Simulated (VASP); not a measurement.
# LiNbO3 (Cc) in VASP: single point with PBE

Aim: the single point of LiNbO3 with PBE.

Everything below comes from runs of VASP 6.6.1. Logs are shortened: lines on timing, memory, paths and dates and some standing lists are left out, and cuts for length are marked.

## (1) The cell of the first run

The typed cell holds 10 atoms: a = 5.550 Å, b = 5.550 Å, c = 5.550 Å, α = 55.75°, β = 55.75°, γ = 55.75°.

## (2) Single point, PBE

INCAR

```
ALGO = Normal
EDIFF = 1E-6
ENCUT = 520
GGA = PE
ISIF = 2
ISMEAR = 0
LASPH = T
LCHARG = F
LREAL = F
LWAVE = F
NBANDS = 45
NELM = 60
PREC = Accurate
SIGMA = 0.01
```

KPOINTS

```
Automatic mesh
0
Gamma
  1 2 2
  0.25 0.25 0.25
```

POSCAR

```
LiNbO3
1.0
    2.5949501400      1.4981951600      4.6722232500
   -2.5949501350      1.4981951600      4.6722232500
    0.0000000000     -2.9963903200      4.6722232500
Li Nb O
2 2 6
Direct
    0.7183927777      0.7182247406      0.7183542359
    0.2183927777      0.2183542359      0.2182247406
    0.9995011365      0.9998472755      0.9998926830
    0.4995011365      0.4998926830      0.4998472755
    0.2781285329      0.6424619269      0.8886693895
    0.6419945347      0.8893460119      0.2792152346
    0.8901680283      0.2788002962      0.6415582258
    0.3901680283      0.1415582258      0.7788002962
    0.7781285329      0.3886693895      0.1424619269
    0.1419945347      0.7792152346      0.3893460119
```

Potentials or basis: VASP PAW PBE potentials, release 64 (Li_sv, Nb_sv, O).

Launch:

```
> cat potpaw_PBE.64/Li_sv/POTCAR potpaw_PBE.64/Nb_sv/POTCAR potpaw_PBE.64/O/POTCAR > POTCAR
> mpirun -np 1 vasp_std > vasp.out
```

OUTCAR:

```text
EDIFF = 1E-6
   ENCUT = 520
   GGA = PE
   ISIF = 2
   ISMEAR = 0
   LASPH = T
   LREAL = F
   NELM = 60
   PREC = Accurate

 ion  position               nearest neighbor table
   1  0.718  0.718  0.718-   8 2.08  10 2.08   9 2.08   6 2.26   7 2.27   5 2.27
   2  0.218  0.218  0.218-   7 2.08   6 2.08   5 2.08  10 2.26   8 2.27   9 2.27
   3  1.000  1.000  1.000-   6 1.89   7 1.89   5 1.89   9 2.15  10 2.16   8 2.16
   4  0.500  0.500  0.500-  10 1.89   8 1.89   9 1.89   5 2.15   6 2.16   7 2.16
   5  0.278  0.642  0.889-   3 1.89   2 2.08   4 2.15   1 2.27
   6  0.642  0.889  0.279-   3 1.89   2 2.08   4 2.16   1 2.26
   7  0.890  0.279  0.642-   3 1.89   2 2.08   4 2.16   1 2.27
   8  0.390  0.142  0.779-   4 1.89   1 2.08   3 2.16   2 2.27
   9  0.778  0.389  0.142-   4 1.89   1 2.08   3 2.15   2 2.27
  10  0.142  0.779  0.389-   4 1.89   1 2.08   3 2.16   2 2.26

  LATTYP: Found a trigonal (rhomboedric) cell.
 ALAT       =     5.5504977289
 COS(alpha) =     0.5628563531

  Lattice vectors:

 A1 = (   2.5949501400,   1.4981951600,   4.6722232500)
 A2 = (  -2.5949501350,   1.4981951600,   4.6722232500)
 A3 = (   0.0000000000,  -2.9963903200,   4.6722232500)

Analysis of symmetry for initial positions (statically):
=====================================================================
 Subroutine PRICEL returns:
 Original cell was already a primitive cell.

 Routine SETGRP: Setting up the symmetry group for a
 trigonal (rhombohedral) supercell.

 Subroutine GETGRP returns: Found  2 space group operations
 (whereof  1 operations were pure point group operations)
 out of a pool of 12 trial point group operations.

The static configuration has the point symmetry C_1 .
 The point group associated with its full space group is C_1h.

Analysis of symmetry for dynamics (positions and initial velocities):
=====================================================================
 Subroutine PRICEL returns:
 Original cell was already a primitive cell.

 Routine SETGRP: Setting up the symmetry group for a
 trigonal (rhombohedral) supercell.

 Subroutine GETGRP returns: Found  2 space group operations
 (whereof  1 operations were pure point group operations)
 out of a pool of 12 trial point group operations.

The dynamic configuration has the point symmetry C_1 .
 The point group associated with its full space group is C_1h.

 Subroutine INISYM returns: Found  2 space group operations
 (whereof  1 operations are pure point group operations),
 and found     1 'primitive' translations

----------------------------------------------------------------------------------------

                                     Primitive cell

  volume of cell :     108.9864

  direct lattice vectors                    reciprocal lattice vectors
     2.594950140  1.498195160  4.672223250     0.192681930  0.111244964  0.071343623
    -2.594950135  1.498195160  4.672223250    -0.192681930  0.111244964  0.071343623
     0.000000000 -2.996390320  4.672223250     0.000000000 -0.222489928  0.071343623

  length of vectors
     5.550497731  5.550497729  5.550497730     0.233648626  0.233648626  0.233648626

  position of ions in fractional coordinates (direct lattice)
     0.718392778  0.718224741  0.718354236
     0.218392778  0.218354236  0.218224741
     0.999501137  0.999847276  0.999892683
     0.499501137  0.499892683  0.499847276
     0.278128533  0.642461927  0.888669390
     0.641994535  0.889346012  0.279215235
     0.890168028  0.278800296  0.641558226
     0.390168028  0.141558226  0.778800296
     0.778128533  0.388669390  0.142461927
     0.141994535  0.779215235  0.389346012

  ion indices of the primitive-cell ions
   primitive index   ion index
                 1           1
                 2           2
                 3           3
                 4           4
                 5           5
                 6           6
                 7           7
                 8           8
                 9           9
                10          10

----------------------------------------------------------------------------------------

 KPOINTS: Automatic mesh

Automatic generation of k-mesh.
 Grid dimensions read from file:
 generate k-points for:    1    2    2

 Generating k-lattice:

  Cartesian coordinates                     Fractional coordinates (reciprocal lattice)
     0.192681930  0.111244964  0.071343623     1.000000000 -0.000000000 -0.000000000
    -0.096340965  0.055622482  0.035671811    -0.000000000  0.500000000  0.000000000
     0.000000000 -0.111244964  0.035671811     0.000000000  0.000000000  0.500000000

  Length of vectors
     0.233648626  0.116824313  0.116824313

  Shift w.r.t. Gamma in fractional coordinates (k-lattice)
     0.250000000  0.250000000  0.250000000

 -----------------------------------------------------------------------------
|                                                                             |
|           W    W    AA    RRRRR   N    N  II  N    N   GGGG   !!!           |
|           W    W   A  A   R    R  NN   N  II  NN   N  G    G  !!!           |
|           W    W  A    A  R    R  N N  N  II  N N  N  G       !!!           |
|           W WW W  AAAAAA  RRRRR   N  N N  II  N  N N  G  GGG   !            |
|           WW  WW  A    A  R   R   N   NN  II  N   NN  G    G                |
|           W    W  A    A  R    R  N    N  II  N    N   GGGG   !!!           |
|                                                                             |
|     Your reciprocal lattice and k-lattice belong to different lattice       |
|     classes:                                                                |
|                                                                             |
|        The reciprocal lattice is rhombohedral (trigonal),                   |
|        whereas your k-lattice is base-centered monoclinic.                  |
|                                                                             |
|     Results are often still useful ...                                      |
|                                                                             |
 -----------------------------------------------------------------------------

 WARNING: IBZKPT: internal override: KBLOWUP is changed to .FALSE.
      ... skipping the blow-up phase ...

 Subroutine IBZKPT returns following result:
 ===========================================

 Found      3 irreducible k-points:

 Following reciprocal coordinates:
            Coordinates               Weight
  0.250000  0.125000  0.125000      1.000000
  0.250000 -0.375000  0.125000      2.000000
  0.250000 -0.375000 -0.375000      1.000000
   k-points           NKPTS =      3   k-points in BZ     NKDIM =      3   number of bands    NBANDS=     45
   number of dos      NEDOS =    301   number of ions     NIONS =     10
   total plane-waves  NPLWV =  74088
   dimension x,y,z NGX =    42 NGY =   42 NGZ =   42
   dimension x,y,z NGXF=    84 NGYF=   84 NGZF=   84
   ions per type =               2   2   6
   NGX,Y,Z   is equivalent  to a cutoff of  12.58, 12.58, 12.58 a.u.
   NGXF,Y,Z  is equivalent  to a cutoff of  25.16, 25.16, 25.16 a.u.
 SYSTEM =  unknown system
   PREC   = accura    normal or accurate (medium, high low for compatibility)
   ISTART =      0    job   : 0-new  1-cont  2-samecut
   ICHARG =      2    charge: 1-file 2-atom 10-const
   ISPIN  =      1    spin polarized calculation?
   LNONCOLLINEAR =      F non collinear calculations
   LSORBIT =      F    spin-orbit coupling
   LASPH  =      T    aspherical Exc in radial PAW
   ENCUT  =  520.0 eV  38.22 Ry    6.18 a.u.  10.32 10.32 10.32*2*pi/ulx,y,z
   NELM   =     60;   NELMIN=  2; NELMDL= -5     # of ELM steps
   EDIFF  = 0.1E-05   stopping-criterion for ELM
   LREAL  =      F    real-space projection
   EDIFFG = 0.1E-04   stopping-criterion for IOM
   NSW    =      0    number of steps for IOM
   IBRION =     -1    ionic relax: 0-MD 1-quasi-New 2-CG
   NFREE  =      0    steps in history (QN), initial steepest desc. (CG)
   ISIF   =      2    stress and relaxation
   ISYM   =      2    0-nonsym 1-usesym 2-fastsym
   POTIM  = 0.5000    time-step for ionic-motion
   TEBEG  =    0.0;   TEEND  =   0.0 temperature during run
   PSTRESS=    0.0 pullay stress
   NELECT =      68.0000    total number of electrons
   NUPDOWN=      -1.0000    fix difference up-down
   EMIN   =  10.00;   EMAX   =-10.00  energy-range for DOS
   EFERMI =   0.00;   METHOD = LEGACY
   ISMEAR =     0;   SIGMA  =   0.01  broadening in eV -4-tet -1-fermi 0-gaus
   EFERMI_NEDOS =   21; number of points for ismear=-14 and -15
   IALGO  =     38    algorithm
   IMIX   =      4    mixing-type and parameters
     AMIX     =   0.40;   BMIX     =  1.00
     AMIX_MAG =   1.60;   BMIX_MAG =  1.00
  volume/ion in A,a.u.               =      10.90        73.55
  Fermi-wavevector in a.u.,A,eV,Ry     =   1.398901  2.643540 26.625577  1.956925
  Thomas-Fermi vector in A             =   2.522014
   LORBIT       =      0    0 simple, 1 ext, 2 COOP (PROOUT), +10 PAW based schemes
   GGA     = PE    functional components
   LHFCALC =     F    Hartree Fock is set to
   AEXX    =    0.0000 exact exchange contribution
   IVDW    =     0    specifies the selected vdW correction
   LEPSILON=     F    determine dielectric tensor
   LRPA    =     F    only Hartree local field effects (RPA)
 non-spin polarized calculation
 Gauss-broadening in eV      SIGMA  =   0.01
  energy-cutoff  :      520.00
  volume of cell :      108.99
 maximum number of plane-waves:      2947
 NGX is ok and might be reduce to    42
   NGX = 21   NGY = 21   NGZ = 21

 number of electron      67.9999999 magnetization

 Free energy of the ion-electron system (eV)
  ---------------------------------------------------
  ext. energy  EPLUGINS =         0.00000000
  ---------------------------------------------------
  free energy    TOTEN  =       -80.05447259 eV

  energy without entropy =      -80.05447259  energy(sigma->0) =      -80.05447259

 E-fermi :   3.3708     XC(G=0): -10.6665

 val. band max:        3.2647670925   @ k =   0.2500   0.1250   0.1250
 cond. band min:       6.9669001010   @ k =   0.2500   0.1250   0.1250
 fundamental gap:      3.7021330084
 Fermi energy:         3.3708098055

 k-point     1 :       0.2500    0.1250    0.1250
  band No.  band energies     occupation
      1     -50.9145      2.00000
      2     -50.9038      2.00000
      3     -39.3474      2.00000
      4     -39.3456      2.00000
      5     -27.1841      2.00000
      6     -27.1652      2.00000
[... 37 lines left out ...]
     44      12.7232      0.00000
     45      12.9868      0.00000

 k-point     2 :       0.2500   -0.3750    0.1250
  band No.  band energies     occupation
      1     -50.9091      2.00000
      2     -50.9091      2.00000
      3     -39.3466      2.00000
      4     -39.3465      2.00000
      5     -27.1648      2.00000
      6     -27.1628      2.00000
[... 37 lines left out ...]
     44      12.5182      0.00000
     45      13.3318      0.00000

 k-point     3 :       0.2500   -0.3750   -0.3750
  band No.  band energies     occupation
      1     -50.9100      2.00000
      2     -50.9082      2.00000
      3     -39.3467      2.00000
      4     -39.3464      2.00000
      5     -27.1880      2.00000
      6     -27.1744      2.00000
[... 37 lines left out ...]
     44      12.5251      0.00000
     45      13.4936      0.00000

------------------------ aborting loop because EDIFF is reached ----------------------------------------

  FORCE on cell =-STRESS in cart. coord.  units (eV):
  Direction    XX          YY          ZZ          XY          YZ          ZX
  --------------------------------------------------------------------------------------
  -------------------------------------------------------------------------------------
  Total       -0.2661347     -0.2759776     -0.3272910      0.0085242     -0.0315142     -0.0545842
  in kB       -3.9123699     -4.0570676     -4.8114110      0.1253118     -0.4632809     -0.8024261
  external PRESSURE =      -4.2602828 kB  Pullay stress =       0.0000000 kB

 VOLUME and BASIS-vectors are now :
 -----------------------------------------------------------------------------
  energy-cutoff  :      520.00
  volume of cell :      108.99
      direct lattice vectors                 reciprocal lattice vectors
     2.594950140  1.498195160  4.672223250     0.192681930  0.111244964  0.071343623
    -2.594950135  1.498195160  4.672223250    -0.192681930  0.111244964  0.071343623
     0.000000000 -2.996390320  4.672223250     0.000000000 -0.222489928  0.071343623

 POSITION                                       TOTAL-FORCE (eV/Angst)
 -----------------------------------------------------------------------------------
      0.00044     -0.00014     10.06851        -0.004325      0.002880      0.001575
      0.00010      0.00045      3.06017         0.000331     -0.005185      0.001575
     -0.00090     -0.00065     14.01312        -0.015379      0.005568      0.048388
     -0.00102     -0.00045      7.00479        -0.002867     -0.016102      0.048388
     -0.94543     -1.28358      8.45327         0.005336      0.012330     -0.015547
     -0.64186      1.45761      8.45932         0.016593     -0.002774     -0.019101
      1.58647     -0.17102      8.45918        -0.008974     -0.006315     -0.015315
      0.64513     -1.53696      6.12307        -0.009956     -0.004614     -0.015315
      1.01063      1.32122      6.11715         0.013346     -0.001543     -0.015547
     -1.65356      0.21352      6.12321         0.005894      0.015757     -0.019101
 -----------------------------------------------------------------------------------
    total drift:                                0.000105      0.000062      0.000370

  FREE ENERGIE OF THE ION-ELECTRON SYSTEM (eV)
  ---------------------------------------------------
  free  energy   TOTEN  =       -80.0544725879 eV

  energy  without entropy=      -80.0544725879  energy(sigma->0) =      -80.05447259
```

It took 31 s on 1 thread of Intel Xeon Platinum 8259CL at 2.50GHz (Skylake/Cascade Lake), shared host; peak memory 0.25 GiB.

What came out:

| Property | Result |
| --- | --- |
| Free energy | -80.0545 eV |
| Largest force | 0.051 eV/Å |
| Band gap on the k mesh | 3.70 eV |

Forces in eV/Å, atoms in the order of the input:
```
Li  -0.004  0.003  0.002
Li   0.000 -0.005  0.002
Nb  -0.015  0.006  0.048
Nb  -0.003 -0.016  0.048
O    0.005  0.012 -0.016
O    0.017 -0.003 -0.019
O   -0.009 -0.006 -0.015
O   -0.010 -0.005 -0.015
O    0.013 -0.002 -0.016
O    0.006  0.016 -0.019
```

Caveat: the k points lie up to 0.57 Å⁻¹ apart; the cutoff is under 1.25 times the usual one of these potentials, so pressure, stress and relaxed cells hold a basis-set (Pulay) error; a shifted mesh leaves out Γ, where band edges can lie. Expect the measured gap to be larger: semilocal functionals such as PBE lack the derivative discontinuity.
